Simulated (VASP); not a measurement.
Runs of VASP 6.6.1 on Al. The structure is that of space group P6_3/mmc (No. 194), or close to it. The cells are those of the table. 

```tsv
cell	gap on the mesh (eV)	pressure (GPa)
a = 2.774, b = 2.774, c = 4.801 Å, angles 90.0, 90.0, 120.0°, 2 atoms	none	(a)
a = 2.695, b = 2.695, c = 4.664 Å, angles 90.0, 90.0, 120.0°, 2 atoms	none	(b)
a = 2.812, b = 2.812, c = 4.867 Å, angles 90.0, 90.0, 120.0°, 2 atoms	none	-3.2
a = 2.849, b = 2.849, c = 4.931 Å, angles 90.0, 90.0, 120.0°, 2 atoms	none	-5.6
a = 2.735, b = 2.735, c = 4.733 Å, angles 90.0, 90.0, 120.0°, 2 atoms	none	3.5
```

Alike in all rows: task single point; level LDA; potentials or basis VASP PAW LDA potentials, release 64 (Al); no spin polarisation; k mesh 12 × 12 × 6; cutoff (eV) 520; smearing gaussian 0.05 eV.

Fill in the values left out.

(a) -0.2; (b) 8.3.

A gap of «none» marks levels without a gap at the run's occupations.
